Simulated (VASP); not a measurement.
# In2Sb2Cl in VASP: a series of runs

In2Sb2Cl is run at these levels: PBE+D3(BJ); tasks: single point.

All numbers are computed with VASP 6.6.1; they aren't measurements. Logs are shortened: lines on timing, memory, paths and dates and some standing lists are left out, and cuts for length are marked.

## (1) The cell of the first run

The cell holds a slab with vacuum, 5 atoms: a = 4.629 Å, b = 4.629 Å, c = 22.015 Å, α = 90.00°, β = 90.00°, γ = 120.00°.

## (2) Single point, PBE+D3(BJ)

The input, INCAR:

```
PREC     = Accurate       # precision mode
ENCUT    = 520            # plane-wave cutoff, eV
EDIFF    = 1E-6           # SCF threshold, eV
ISMEAR   = 0              # smearing method
SIGMA    = 0.1            # smearing width, eV
LREAL    = F              # projectors in reciprocal space
LASPH    = T              # aspherical terms in the spheres
NELM     = 80             # most SCF steps
ALGO     = Normal         # electronic algorithm
ISIF     = 2              # what is computed and relaxed
LWAVE    = F              # write WAVECAR
LCHARG   = F              # write CHGCAR
LDIPOL   = T            
IDIPOL   = 3            
DIPOL    = 0.5 0.5 0.342
GGA      = PE             # functional
IVDW     = 12             # dispersion correction
NBANDS   = 30             # bands
```

The input, KPOINTS:

```
Automatic mesh
0
Gamma
  6 6 1
```

The input, POSCAR:

```
In2Sb2Cl
1.0
    4.6293886023      0.0000000000      0.0000000000
   -2.3146943012      4.0091681336      0.0000000000
    0.0000000000      0.0000000000     22.0151773295
Sb In Cl
2 2 1
Direct
    0.0000000000      0.0000000000      0.1816928358
    0.3333333333      0.6666666667      0.3609342971
    0.3333333333      0.6666666667      0.2246164052
    0.6666666667      0.3333333333      0.3958713209
    0.8888888889      0.7777777778      0.5457679105
```

Potentials or basis: VASP PAW PBE potentials, release 64 (Sb, In_d, Cl).

Run with:

```
cat potpaw_PBE.64/Sb/POTCAR potpaw_PBE.64/In_d/POTCAR potpaw_PBE.64/Cl/POTCAR > POTCAR
mpirun -np 1 vasp_std > vasp.out
```

OUTCAR:

```text
PREC = Accurate
   ENCUT = 520
   EDIFF = 1E-6
   ISMEAR = 0
   LREAL = F
   LASPH = T
   NELM = 80
   ISIF = 2
   GGA = PE
   IVDW = 12
 IVDW          = 12

 ion  position               nearest neighbor table
   1  0.000  0.000  0.182-   3 2.83   3 2.83   3 2.83
   2  0.333  0.667  0.361-   4 2.78   4 2.78   4 2.78   3 3.00
   3  0.333  0.667  0.225-   1 2.83   1 2.83   1 2.83   2 3.00
   4  0.667  0.333  0.396-   2 2.78   2 2.78   2 2.78
   5  0.889  0.778  0.546-

  LATTYP: Found a hexagonal cell.
 ALAT       =     4.6293886023
 C/A-ratio  =     4.7555258849

  Lattice vectors:

 A1 = (   4.6293886023,   0.0000000000,   0.0000000000)
 A2 = (  -2.3146943012,   4.0091681336,   0.0000000000)
 A3 = (   0.0000000000,   0.0000000000,  22.0151773295)

Analysis of symmetry for initial positions (statically):
=====================================================================
 Subroutine PRICEL returns:
 Original cell was already a primitive cell.

 Routine SETGRP: Setting up the symmetry group for a
 hexagonal supercell.

 Subroutine GETGRP returns: Found  2 space group operations
 (whereof  2 operations were pure point group operations)
 out of a pool of 24 trial point group operations.

The static configuration has the point symmetry C_1h.

Analysis of symmetry for dynamics (positions and initial velocities):
=====================================================================
 Subroutine PRICEL returns:
 Original cell was already a primitive cell.

 Routine SETGRP: Setting up the symmetry group for a
 hexagonal supercell.

 Subroutine GETGRP returns: Found  2 space group operations
 (whereof  2 operations were pure point group operations)
 out of a pool of 24 trial point group operations.

The dynamic configuration has the point symmetry C_1h.

 Subroutine INISYM returns: Found  2 space group operations
 (whereof  2 operations are pure point group operations),
 and found     1 'primitive' translations

----------------------------------------------------------------------------------------

                                     Primitive cell

  volume of cell :     408.6016

  direct lattice vectors                    reciprocal lattice vectors
     4.629388602  0.000000000  0.000000000     0.216011246  0.124714151  0.000000000
[... 83 lines left out ...]
   NSW    =      0    number of steps for IOM
   IBRION =     -1    ionic relax: 0-MD 1-quasi-New 2-CG
   NFREE  =      0    steps in history (QN), initial steepest desc. (CG)
   ISIF   =      2    stress and relaxation
   ISYM   =      2    0-nonsym 1-usesym 2-fastsym
   POTIM  = 0.5000    time-step for ionic-motion
   TEBEG  =    0.0;   TEEND  =   0.0 temperature during run
   PSTRESS=    0.0 pullay stress
   NELECT =      43.0000    total number of electrons
   NUPDOWN=      -1.0000    fix difference up-down
   EMIN   =  10.00;   EMAX   =-10.00  energy-range for DOS
   EFERMI =   0.00;   METHOD = LEGACY
   ISMEAR =     0;   SIGMA  =   0.10  broadening in eV -4-tet -1-fermi 0-gaus
   EFERMI_NEDOS =   21; number of points for ismear=-14 and -15
   IALGO  =     38    algorithm
   IMIX   =      4    mixing-type and parameters
     AMIX     =   0.40;   BMIX     =  1.00
     AMIX_MAG =   1.60;   BMIX_MAG =  1.00
  volume/ion in A,a.u.               =      81.72       551.48
  Fermi-wavevector in a.u.,A,eV,Ry     =   0.772914  1.460595  8.128058  0.597395
  Thomas-Fermi vector in A             =   1.874646
   LORBIT       =      0    0 simple, 1 ext, 2 COOP (PROOUT), +10 PAW based schemes
   GGA     = PE    functional components
   LHFCALC =     F    Hartree Fock is set to
   AEXX    =    0.0000 exact exchange contribution
   IVDW    =    12    specifies the selected vdW correction
   LEPSILON=     F    determine dielectric tensor
   LRPA    =     F    only Hartree local field effects (RPA)
 non-spin polarized calculation
 Gauss-broadening in eV      SIGMA  =   0.10
  energy-cutoff  :      520.00
  volume of cell :      408.60
 maximum number of plane-waves:     11067
 NGX is ok and might be reduce to    36
   NGX = 17   NGY = 17   NGZ = 81

 number of electron      43.0000013 magnetization

 dipolmoment           0.000000      0.000000      0.331924 electrons x Angstroem

 Free energy of the ion-electron system (eV)
  ---------------------------------------------------
  ext. energy  EPLUGINS =         0.00000000
  ---------------------------------------------------
  free energy    TOTEN  =       -13.95897381 eV

  energy without entropy =      -13.88757938  energy(sigma->0) =      -13.92327659

 E-fermi :  -2.6112     XC(G=0):  -4.2307

 val. band max:       -2.6187494616   @ k =   0.1667   0.0000   0.0000
 cond. band min:      -2.6063136765   @ k =   0.0000   0.1667   0.0000
 fundamental gap:      0.0124357851
 Fermi energy:        -2.6111711987

 k-point     1 :       0.0000    0.0000    0.0000
  band No.  band energies     occupation
      1     -17.1496      2.00000
      2     -17.1104      2.00000
      3     -17.0967      2.00000
      4     -17.0472      2.00000
      5     -17.0377      2.00000
      6     -16.6204      2.00000
[... 418 lines left out ...]
     29       3.4441      0.00000
     30       3.7852      0.00000

------------------------ aborting loop because EDIFF is reached ----------------------------------------

 vacuum level on the upper side and lower side of the slab       (xc-potential included)         1.356        -1.797

 Edisp (eV)   -0.99623

 E8    (eV) :    -0.4832

  FORCE on cell =-STRESS in cart. coord.  units (eV):
  Direction    XX          YY          ZZ          XY          YZ          ZX
  --------------------------------------------------------------------------------------
  -------------------------------------------------------------------------------------
  Total       0.10042    -0.45363    -3.33402     0.00000    -0.70660     0.00000
  in kB       0.39375    -1.77872   -13.07310     0.00000    -2.77065     0.00000
  external pressure =       -4.82 kB  Pullay stress =        0.00 kB

 VOLUME and BASIS-vectors are now :
 -----------------------------------------------------------------------------
  energy-cutoff  :      520.00
  volume of cell :      408.60
      direct lattice vectors                 reciprocal lattice vectors
     4.629388602  0.000000000  0.000000000     0.216011246  0.124714151  0.000000000
    -2.314694301  4.009168134  0.000000000     0.000000000  0.249428302  0.000000000
     0.000000000  0.000000000 22.015177329     0.000000000  0.000000000  0.045423209

 POSITION                                       TOTAL-FORCE (eV/Angst)
 -----------------------------------------------------------------------------------
      0.00000      0.00000      4.00000        -0.000000      0.001565     -0.116098
     -0.00000      2.67278      7.94603        -0.000000      0.001688     -0.269230
     -0.00000      2.67278      4.94497        -0.000000      0.000327      0.340656
      2.31469      1.33639      8.71518        -0.000000      0.207456      0.887954
      2.31469      3.11824     12.01518         0.000000     -0.211036     -0.843282
 -----------------------------------------------------------------------------------
    total drift:                                0.000000     -0.000228     -0.000486

  FREE ENERGIE OF THE ION-ELECTRON SYSTEM (eV)
  ---------------------------------------------------
  free  energy   TOTEN  =       -14.9551999532 eV

  energy  without entropy=      -14.8838055238  energy(sigma->0) =      -14.91950274

 vacuum level on the upper side and lower side of the slab         5.683         2.459
```

OSZICAR:

```text
N       E                     dE             d eps       ncg     rms          rms(c)
DAV:   1     0.336645925957E+03    0.33665E+03   -0.16479E+04   804   0.113E+03
DAV:   2     0.247321988196E+02   -0.31191E+03   -0.30548E+03   974   0.277E+02
DAV:   3    -0.144930111079E+02   -0.39225E+02   -0.38873E+02  1008   0.116E+02
DAV:   4    -0.159691446100E+02   -0.14761E+01   -0.14746E+01   924   0.276E+01
[... 22 lines left out ...]
DAV:  27    -0.139589682311E+02   -0.15947E-04   -0.17072E-06   706   0.437E-03    0.146E-02
DAV:  28    -0.139589712949E+02   -0.30638E-05   -0.20178E-06   632   0.471E-03    0.859E-03
DAV:  29    -0.139589741527E+02   -0.28578E-05   -0.20161E-05   648   0.433E-03    0.135E-02
DAV:  30    -0.139589728262E+02    0.13265E-05   -0.32744E-06   582   0.295E-03    0.495E-03
DAV:  31    -0.139589738069E+02   -0.98066E-06   -0.57346E-07   576   0.167E-03
   1 F= -.14955200E+02 E0= -.14919503E+02  d E =-.713944E-01
```

stdout:

```text
POSCAR found type information on POSCAR SbInCl
 POSCAR found :  3 types and       5 ions
 scaLAPACK will be used
 LDA part: xc-table for (Slater+PW92), standard interpolation
 POSCAR, INCAR and KPOINTS ok, starting setup
 FFT: planning ... GRIDC
 FFT: planning ... GRID_SOFT
 FFT: planning ... GRID
 WAVECAR not read
 entering main loop
```

It took 5.6 min on 1 thread of Intel Xeon Platinum 8375C at 2.90GHz (Ice Lake), shared host; peak memory 0.61 GiB.

What came out:

```yaml
Free_energy: -14.9552 eV
Largest_force: 0.912 eV/Å
Dispersion_energy_per_atom: -0.199 eV
```

Forces in eV/Å, atoms in the order of the input:
```
Sb   0.000  0.002 -0.116
Sb   0.000  0.002 -0.269
In   0.000  0.000  0.341
In   0.000  0.207  0.888
Cl   0.000 -0.211 -0.843
```

Caveat: spin-orbit coupling is left out, which moves the levels of the heavy elements; an odd number of electrons without spin polarisation forces a metal; a magnetic or distorted state may lie lower.

[end of part 1 of 2]
